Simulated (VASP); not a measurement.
# C (C2/m) in VASP: notebook

The runs below take C through single point, with PBEsol.

Everything below comes from runs of VASP 6.6.1. Logs are shortened: lines on timing, memory, paths and dates and some standing lists are left out, and cuts for length are marked.

### Step 1. The cell of the first run

Symmetry: C2/m, No. 12, monoclinic system. The conventional cell has a = 4.168 Å, b = 2.406 Å, c = 3.688 Å, α = 90.00°, β = 111.49°, γ = 90.00°. C (site symmetry m) has 3 C at 1.39 Å within 1.9 Å.

### Step 2. Single point, PBEsol

File INCAR:

```
  PREC = Accurate
  ENCUT = 520
  EDIFF = 1E-7
  ISMEAR = 0
  SIGMA = 0.15
  LREAL = F
  LASPH = T
  NELM = 60
  ALGO = Normal
  ISIF = 2
  LWAVE = F
  LCHARG = T
  GGA = PS
  LELF = T
  LVHAR = T
  NBANDS = 11
```

File KPOINTS:

```
regular mesh
0
Gamma
  14 14 8
```

File POSCAR:

```
C
1.0
    2.0838931208     -1.2032060256      0.0000000000
    2.0838931208      1.2032060256      0.0000000000
   -1.3509178149      0.0000000000      3.4313236092
C
2
Direct
    0.8333600000      0.8333600000      0.0000900000
    0.1666400000      0.1666400000      0.9999100000
```

Potentials or basis: VASP PAW PBE potentials, release 64 (C).

Command:

```bash
$ cat potpaw_PBE.64/C/POTCAR > POTCAR
$ mpirun -np 1 vasp_std > vasp.out
```

OUTCAR:

```text
PREC = Accurate
   ENCUT = 520
   EDIFF = 1E-7
   ISMEAR = 0
   LREAL = F
   LASPH = T
   NELM = 60
   ISIF = 2
   GGA = PS

 ion  position               nearest neighbor table
   1  0.833  0.833  0.000-   2 1.39   2 1.39   2 1.39
   2  0.167  0.167  1.000-   1 1.39   1 1.39   1 1.39

  LATTYP: Found a base centered monoclinic cell.
 ALAT       =     4.1677862416
 B/A-ratio  =     0.5773837504
 C/A-ratio  =     0.8848047021
 COS(beta)  =    -0.3663330234

  Lattice vectors:

 A1 = (   2.0838931208,  -1.2032060256,   0.0000000000)
 A2 = (   2.0838931208,   1.2032060256,   0.0000000000)
 A3 = (  -1.3509178149,   0.0000000000,   3.4313236092)

Analysis of symmetry for initial positions (statically):
=====================================================================
 Subroutine PRICEL returns:
 Original cell was already a primitive cell.

 Routine SETGRP: Setting up the symmetry group for a
 base centered monoclinic supercell.

 Subroutine GETGRP returns: Found  4 space group operations
 (whereof  4 operations were pure point group operations)
 out of a pool of  4 trial point group operations.

The static configuration has the point symmetry C_2h.

Analysis of symmetry for dynamics (positions and initial velocities):
=====================================================================
 Subroutine PRICEL returns:
 Original cell was already a primitive cell.

 Routine SETGRP: Setting up the symmetry group for a
 base centered monoclinic supercell.

 Subroutine GETGRP returns: Found  4 space group operations
 (whereof  4 operations were pure point group operations)
 out of a pool of  4 trial point group operations.

The dynamic configuration has the point symmetry C_2h.

 Subroutine INISYM returns: Found  4 space group operations
 (whereof  4 operations are pure point group operations),
 and found     1 'primitive' translations

----------------------------------------------------------------------------------------

                                     Primitive cell

  volume of cell :      17.2071

  direct lattice vectors                    reciprocal lattice vectors
     2.083893121 -1.203206026  0.000000000     0.239935530 -0.415556430  0.094463017
     2.083893121  1.203206026  0.000000000     0.239935530  0.415556430  0.094463017
    -1.350917815  0.000000000  3.431323609     0.000000000  0.000000000  0.291432728

  length of vectors
     2.406307395  2.406307395  3.687676864     0.489059778  0.489059778  0.291432728
[... 89 lines left out ...]
   POTIM  = 0.5000    time-step for ionic-motion
   TEBEG  =    0.0;   TEEND  =   0.0 temperature during run
   PSTRESS=    0.0 pullay stress
   NELECT =       8.0000    total number of electrons
   NUPDOWN=      -1.0000    fix difference up-down
   EMIN   =  10.00;   EMAX   =-10.00  energy-range for DOS
   EFERMI =   0.00;   METHOD = LEGACY
   ISMEAR =     0;   SIGMA  =   0.15  broadening in eV -4-tet -1-fermi 0-gaus
   EFERMI_NEDOS =   21; number of points for ismear=-14 and -15
   IALGO  =     38    algorithm
   IMIX   =      4    mixing-type and parameters
     AMIX     =   0.40;   BMIX     =  1.00
     AMIX_MAG =   1.60;   BMIX_MAG =  1.00
  volume/ion in A,a.u.               =       8.60        58.06
  Fermi-wavevector in a.u.,A,eV,Ry     =   1.268243  2.396632 21.884157  1.608440
  Thomas-Fermi vector in A             =   2.401348
   LORBIT       =      0    0 simple, 1 ext, 2 COOP (PROOUT), +10 PAW based schemes
   GGA     = PS    functional components
   LHFCALC =     F    Hartree Fock is set to
   AEXX    =    0.0000 exact exchange contribution
   IVDW    =     0    specifies the selected vdW correction
   LEPSILON=     F    determine dielectric tensor
   LRPA    =     F    only Hartree local field effects (RPA)
 non-spin polarized calculation
 Gauss-broadening in eV      SIGMA  =   0.15
  energy-cutoff  :      520.00
  volume of cell :       17.21
 maximum number of plane-waves:       478
 NGX is ok and might be reduce to    18
   NGX =  9   NGY =  9   NGZ = 13

 number of electron       8.0000002 magnetization

 Free energy of the ion-electron system (eV)
  ---------------------------------------------------
  ext. energy  EPLUGINS =         0.00000000
  ---------------------------------------------------
  free energy    TOTEN  =       -19.21662615 eV

  energy without entropy =      -19.21662579  energy(sigma->0) =      -19.21662597

 E-fermi :   4.9028     XC(G=0): -10.5310

 val. band max:        4.5006670350   @ k =  -0.2857   0.3571   0.1250
 cond. band min:       5.2997419599   @ k =  -0.3571   0.3571   0.5000
 fundamental gap:      0.7990749250
 Fermi energy:         4.9028322843

 k-point     1 :       0.0000    0.0000    0.0000
  band No.  band energies     occupation
      1     -15.3380      2.00000
      2      -2.3759      2.00000
      3       1.9050      2.00000
      4       1.9073      2.00000
      5       8.4329      0.00000
      6      13.6627      0.00000
      7      13.6671      0.00000
      8      17.1444      0.00000
      9      19.2661      0.00000
     10      28.1947      0.00000
     11      29.8204      0.00000
[... 309 lines left out ...]
 k-point    24 :       0.2857    0.1429    0.0000
  band No.  band energies     occupation
      1     -13.7877      2.00000
      2      -2.0404      2.00000
      3      -0.9766      2.00000
      4      -0.9463      2.00000
      5      11.1059      0.00000
      6      12.7102      0.00000
      7      14.9909      0.00000
      8      17.0836      0.00000
      9      22.2909      0.00000
     10      23.3704      0.00000
     11      29.5713      0.00000

 [... further k-points ...]

------------------------ aborting loop because EDIFF is reached ----------------------------------------

  FORCE on cell =-STRESS in cart. coord.  units (eV):
  Direction    XX          YY          ZZ          XY          YZ          ZX
  --------------------------------------------------------------------------------------
  -------------------------------------------------------------------------------------
  Total        3.2517083      3.2466034      0.0753814      0.0000000      0.0000000     -0.0043959
  in kB      302.7715379    302.2962129      7.0188796      0.0000000      0.0000000     -0.4093047
  external PRESSURE =     204.0288768 kB  Pullay stress =       0.0000000 kB

 VOLUME and BASIS-vectors are now :
 -----------------------------------------------------------------------------
  energy-cutoff  :      520.00
  volume of cell :       17.21
      direct lattice vectors                 reciprocal lattice vectors
     2.083893121 -1.203206026  0.000000000     0.239935530 -0.415556430  0.094463017
     2.083893121  1.203206026  0.000000000     0.239935530  0.415556430  0.094463017
    -1.350917815  0.000000000  3.431323609     0.000000000  0.000000000  0.291432728

 POSITION                                       TOTAL-FORCE (eV/Angst)
 -----------------------------------------------------------------------------------
      3.47314      0.00000      0.00031         0.002031      0.000000     -0.001838
     -0.65628      0.00000      3.43101        -0.002031      0.000000      0.001838
 -----------------------------------------------------------------------------------
    total drift:                                0.000000      0.000000     -0.000000

  FREE ENERGIE OF THE ION-ELECTRON SYSTEM (eV)
  ---------------------------------------------------
  free  energy   TOTEN  =       -19.2166261498 eV

  energy  without entropy=      -19.2166257898  energy(sigma->0) =      -19.21662597
```

stdout:

```text
POSCAR found type information on POSCAR C
 POSCAR found :  1 types and       2 ions
 scaLAPACK will be used
 -----------------------------------------------------------------------------
|                                                                             |
|                                                                             |
|     You enforced a specific xc type in the INCAR file but a different       |
|     I HOPE YOU KNOW WHAT YOU ARE DOING!                                     |
|                                                                             |
 -----------------------------------------------------------------------------

 LDA part: xc-table for (Slater+PW92), standard interpolation
 POSCAR, INCAR and KPOINTS ok, starting setup
 FFT: planning ... GRIDC
 FFT: planning ... GRID_SOFT
 FFT: planning ... GRID
 WAVECAR not read
 entering main loop
```

Wall time 1.7 min (1 thread of AMD EPYC 7R43 (Zen 3), shared host); peak memory 0.13 GiB.

What came out:

```
Free energy : -19.2166 eV
Pressure    : 20.4 GPa
```

Forces in eV/Å, atoms in the order of the input:
```
C    0.002  0.000 -0.002
C   -0.002  0.000  0.002
```

Stress tensor (GPa, compression positive):
```
30.28  0.00 -0.04
 0.00 30.23  0.00
-0.04  0.00  0.70
```

Caveat: the cell stands under pressure; this functional lacks dispersion, which binds the layers, so the pressure and a relaxed spacing across them are unreliable; the PAW data sets were made with another functional, which shifts forces and pressure a little.

### Step 3. Single point, PBEsol

This run uses another cell than the first one, of 8.97 Å³/atom.

File INCAR:

```
SYSTEM = C
  PREC = Accurate
  ENCUT = 520
  EDIFF = 1E-6
  ISMEAR = 0
  SIGMA = 0.15
  LREAL = .FALSE.
  LASPH = .TRUE.
  NELM = 80
  ALGO = Normal
  ISIF = 2
  LWAVE = .FALSE.
  LCHARG = .FALSE.
  GGA = PS
  NBANDS = 11
```

File KPOINTS:

```
regular mesh
0
G
  14 14 8
  0 0 0
```

File POSCAR:

```
C
1.0
    2.1130422544     -1.2200362617      0.0000000000
    2.1130422544      1.2200362617      0.0000000000
   -1.3698142178      0.0000000000      3.4793203655
C
2
Direct
    0.8333600000      0.8333600000      0.0000900000
    0.1666400000      0.1666400000      0.9999100000
```

Potentials or basis: VASP PAW PBE potentials, release 64 (C).

Command:

```bash
$ cat potpaw_PBE.64/C/POTCAR > POTCAR
$ mpirun -np 1 vasp_std > vasp.out
```

Run time: 74 s. Hardware: 1 thread of AMD EPYC 7R43 (Zen 3), shared host; peak memory 0.14 GiB.

The run converged. Its results:

```yaml
Free_energy: -19.2794 eV
Pressure: 7.3 GPa
Largest_force: 0.003 eV/Å
```

Forces in eV/Å, atoms in the order of the input:
```
C    0.002  0.000 -0.002
C   -0.002  0.000  0.002
```

Stress tensor (GPa, compression positive):
```
10.68  0.00 -0.04
 0.00 10.64  0.00
-0.04  0.00  0.45
```

Caveat: the cell stands under pressure; this functional lacks dispersion, which binds the layers, so the pressure and a relaxed spacing across them are unreliable; the PAW data sets were made with another functional, which shifts forces and pressure a little.

### Step 4. Single point, PBEsol

This run uses another cell than the first one, of 9.34 Å³/atom.

File INCAR:

```
ALGO     = Normal         # electronic algorithm
EDIFF    = 1E-7           # SCF threshold, eV
ENCUT    = 520            # plane-wave cutoff, eV
GGA      = PS             # functional
ISIF     = 2              # what is computed and relaxed
ISMEAR   = 0              # smearing method
LASPH    = T              # aspherical terms in the spheres
LCHARG   = F              # write CHGCAR
LREAL    = F              # projectors in reciprocal space
LWAVE    = F              # write WAVECAR
NBANDS   = 11             # bands
NELM     = 100            # most SCF steps
PREC     = Accurate       # precision mode
SIGMA    = 0.15           # smearing width, eV
```

File KPOINTS:

```
k-points
0
Gamma
  14 14 8
```

File POSCAR:

```
C
1.0
    2.1414086225     -1.2364145417      0.0000000000
    2.1414086225      1.2364145417      0.0000000000
   -1.3882031801      0.0000000000      3.5260282257
C
2
Direct
    0.8333600000      0.8333600000      0.0000900000
    0.1666400000      0.1666400000      0.9999100000
```

Command:

```bash
$ cat potpaw_PBE.64/C/POTCAR > POTCAR
$ mpirun -np 1 vasp_std > vasp.out
```

Wall time 69 s (1 thread of AMD EPYC 7R43 (Zen 3), shared host); peak memory 0.14 GiB.

The run converged. Its results:

| Quantity | Value |
| --- | --- |
| Free energy | -19.2874 eV |
| Pressure | -3.7 GPa |
| Largest force | 0.004 eV/Å |

Forces in eV/Å, atoms in the order of the input:
```
C    0.002  0.000 -0.003
C   -0.002  0.000  0.003
```

Stress tensor (GPa, compression positive):
```
-5.65  0.00 -0.03
 0.00 -5.69  0.00
-0.03  0.00  0.30
```

Caveat: the cell stands under tension; this functional lacks dispersion, which binds the layers, so the pressure and a relaxed spacing across them are unreliable; the PAW data sets were made with another functional, which shifts forces and pressure a little.

### Step 5. Single point, PBEsol

This run uses another cell than the first one, of 9.70 Å³/atom.

File INCAR:

```
SYSTEM = C
  ALGO = Normal
  EDIFF = 1E-6
  ENCUT = 520
  GGA = PS
  ISIF = 2
  ISMEAR = 0
  LASPH = .TRUE.
  LCHARG = .FALSE.
  LREAL = .FALSE.
  LWAVE = .FALSE.
  NBANDS = 11
  NELM = 60
  PREC = Accurate
  SIGMA = 0.15
```

File KPOINTS:

```
k-points
0
G
  14 14 8
  0 0 0
```

File POSCAR:

```
C
1.0
    2.1690427494     -1.2523700375      0.0000000000
    2.1690427494      1.2523700375      0.0000000000
   -1.4061174550      0.0000000000      3.5715303828
C
2
Direct
    0.8333600000      0.8333600000      0.0000900000
    0.1666400000      0.1666400000      0.9999100000
```

Potentials or basis: VASP PAW PBE potentials, release 64 (C).

Command:

```bash
$ cat potpaw_PBE.64/C/POTCAR > POTCAR
$ mpirun -np 1 vasp_std > vasp.out
```

OUTCAR:

```text
SYSTEM = C
   EDIFF = 1E-6
   ENCUT = 520
   GGA = PS
   ISIF = 2
   ISMEAR = 0
   LASPH = .TRUE.
   LREAL = .FALSE.
   NELM = 60
   PREC = Accurate

 ion  position               nearest neighbor table
   1  0.833  0.833  0.000-   2 1.45   2 1.45   2 1.45
   2  0.167  0.167  1.000-   1 1.45   1 1.45   1 1.45

  LATTYP: Found a base centered monoclinic cell.
 ALAT       =     4.3380854988
 B/A-ratio  =     0.5773837504
 C/A-ratio  =     0.8848047021
 COS(beta)  =    -0.3663330234

  Lattice vectors:

 A1 = (   2.1690427494,  -1.2523700375,   0.0000000000)
 A2 = (   2.1690427494,   1.2523700375,   0.0000000000)
 A3 = (  -1.4061174550,   0.0000000000,   3.5715303828)

Analysis of symmetry for initial positions (statically):
=====================================================================
 Subroutine PRICEL returns:
 Original cell was already a primitive cell.

 Routine SETGRP: Setting up the symmetry group for a
 base centered monoclinic supercell.

 Subroutine GETGRP returns: Found  4 space group operations
 (whereof  4 operations were pure point group operations)
[... 174 lines left out ...]
      2      -2.7513      2.00000
      3       0.7987      2.00000
      4       0.8007      2.00000
      5       7.5926      0.00000
      6      11.8125      0.00000
      7      11.8160      0.00000
      8      14.6420      0.00000
      9      15.4423      0.00000
     10      25.5544      0.00000
     11      26.9511      0.00000
[... 309 lines left out ...]
 k-point    24 :       0.2857    0.1429    0.0000
  band No.  band energies     occupation
      1     -13.9572      2.00000
      2      -2.9762      2.00000
      3      -1.7414      2.00000
      4      -1.4572      2.00000
      5      10.0463      0.00000
      6      10.8338      0.00000
      7      12.9694      0.00000
      8      14.3967      0.00000
      9      19.1412      0.00000
     10      21.3286      0.00000
     11      26.8232      0.00000

 [... further k-points ...]

------------------------ aborting loop because EDIFF is reached ----------------------------------------

  FORCE on cell =-STRESS in cart. coord.  units (eV):
  Direction    XX          YY          ZZ          XY          YZ          ZX
  --------------------------------------------------------------------------------------
  -------------------------------------------------------------------------------------
  Total       -2.3393887     -2.3441659      0.0170394      0.0000000      0.0000000     -0.0032143
  in kB     -193.1647328   -193.5591900      1.4069558      0.0000000      0.0000000     -0.2654054
  external PRESSURE =    -128.4389890 kB  Pullay stress =       0.0000000 kB

 VOLUME and BASIS-vectors are now :
 -----------------------------------------------------------------------------
  energy-cutoff  :      520.00
  volume of cell :       19.40
      direct lattice vectors                 reciprocal lattice vectors
     2.169042749 -1.252370037  0.000000000     0.230516434 -0.399243023  0.090754704
     2.169042749  1.252370037  0.000000000     0.230516434  0.399243023  0.090754704
    -1.406117455  0.000000000  3.571530383     0.000000000  0.000000000  0.279992018

 POSITION                                       TOTAL-FORCE (eV/Angst)
 -----------------------------------------------------------------------------------
      3.61506      0.00000      0.00032         0.001947      0.000000     -0.003627
     -0.68309      0.00000      3.57121        -0.001947      0.000000      0.003627
 -----------------------------------------------------------------------------------
    total drift:                                0.000000     -0.000000     -0.000000

  FREE ENERGIE OF THE ION-ELECTRON SYSTEM (eV)
  ---------------------------------------------------
  free  energy   TOTEN  =       -19.2494819345 eV

  energy  without entropy=      -19.2494811735  energy(sigma->0) =      -19.24948155
```

OSZICAR:

```text
N       E                     dE             d eps       ncg     rms          rms(c)
DAV:   1     0.403189378628E+00    0.40319E+00   -0.40007E+03  9550   0.639E+02
DAV:   2    -0.197827061967E+02   -0.20186E+02   -0.19384E+02 12757   0.118E+02
DAV:   3    -0.202631589609E+02   -0.48045E+00   -0.47962E+00 11850   0.148E+01
DAV:   4    -0.202650757078E+02   -0.19167E-02   -0.19166E-02 11147   0.115E+00
DAV:   5    -0.202650840605E+02   -0.83527E-05   -0.83524E-05 12047   0.680E-02    0.597E+00
DAV:   6    -0.194963394137E+02    0.76874E+00   -0.64247E-01 11073   0.456E+00    0.345E+00
DAV:   7    -0.192473632287E+02    0.24898E+00   -0.73364E-01 11418   0.493E+00    0.868E-01
DAV:   8    -0.192496592065E+02   -0.22960E-02   -0.18747E-02 10472   0.857E-01    0.117E-01
DAV:   9    -0.192494143102E+02    0.24490E-03   -0.52591E-04 11558   0.140E-01    0.574E-02
DAV:  10    -0.192494813531E+02   -0.67043E-04   -0.15351E-04 10703   0.788E-02    0.260E-02
DAV:  11    -0.192494819345E+02   -0.58143E-06   -0.59884E-06 11632   0.138E-02
   1 F= -.19249482E+02 E0= -.19249482E+02  d E =-.761039E-06
```

Wall time 70 s (1 thread of AMD EPYC 7R43 (Zen 3), shared host); peak memory 0.14 GiB.

What came out:

- Free energy: -19.2495 eV
- Pressure: -12.8 GPa
- Largest force: 0.004 eV/Å

Forces in eV/Å, atoms in the order of the input:
```
C    0.002  0.000 -0.004
C   -0.002  0.000  0.004
```

Stress tensor (GPa, compression positive):
```
-19.32   0.00  -0.03
  0.00 -19.36   0.00
 -0.03   0.00   0.14
```

Caveat: the cell stands under tension; this functional lacks dispersion, which binds the layers, so the pressure and a relaxed spacing across them are unreliable; the PAW data sets were made with another functional, which shifts forces and pressure a little.

### Step 6. The runs side by side

| cell | pressure (GPa) |
| --- | --- |
| a = 2.406, b = 2.406, c = 3.688 Å, angles 108.5, 108.5, 60.0°, 2 atoms | 20.4 |
| a = 2.440, b = 2.440, c = 3.739 Å, angles 108.5, 108.5, 60.0°, 2 atoms | 7.3 |
| a = 2.473, b = 2.473, c = 3.789 Å, angles 108.5, 108.5, 60.0°, 2 atoms | -3.7 |
| a = 2.505, b = 2.505, c = 3.838 Å, angles 108.5, 108.5, 60.0°, 2 atoms | -12.8 |

Alike in all rows: task single point; level PBEsol; potentials or basis VASP PAW PBE potentials, release 64 (C); no spin polarisation; k mesh 14 × 14 × 8; cutoff (eV) 520; smearing gaussian 0.15 eV.

Caveats: this functional lacks dispersion, which binds the layers, so the pressure and a relaxed spacing across them are unreliable; the PAW data sets were made with another functional, which shifts forces and pressure a little; the cell stands under pressure (at least some runs); the cell stands under tension (at least some runs).

Total energies depend on the potentials used, so only differences within one code and one set of settings carry meaning.
